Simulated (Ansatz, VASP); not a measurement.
**One calculation of GaSb3, two programs**

```
Ga Sb
1.0
     0.00000    3.61431    3.71226
     3.61431    0.00000    3.71226
     3.61431    3.61431    0.00000
Ga Sb
1 3
Direct
  0.00000 0.00000 0.00000
  0.25000 0.25000 0.25000
  0.75000 0.75000 0.75000
  0.50000 0.50000 0.50000
```

Alike in both runs: task single point; functional PBEsol; k mesh 10 × 10 × 10; occupations gaussian, width 0.15 eV; no spin polarisation.

|  | VASP | Ansatz |
| --- | --- | --- |
| version | VASP 6.6.1 | Ansatz 0.2.0 |
| potentials or method | VASP PAW PBE potentials, release 64 (Ga_d, Sb), cutoff 520 eV | scalar-relativistic, plane waves, PAW |
| valence electrons in the cell | 28 | 58 |

Ansatz gave:

```
gap on the k mesh at the Fermi level (eV)                     : none
pressure (GPa)                                                : 0.1
traceless stress, the component that is largest in VASP (GPa) : -0.80
```

Q: Which values does VASP return?

A: gap on the k mesh at the Fermi level (eV): none; pressure (GPa): 0.1; traceless stress, the component that is largest in VASP (GPa): -0.81.

VASP's potentials were made for PBE, not for PBEsol, and Ansatz warns of the same on its side. A gap of «none» marks a metal or a gap that the smearing closes. With one functional, cell and mesh, what is left measures potentials, basis and numerics. VASP's potentials hold 28 valence electrons a cell and Ansatz's 58, so a difference there can come from the potentials and not from the codes.

Neither program's run includes spin-orbit coupling.
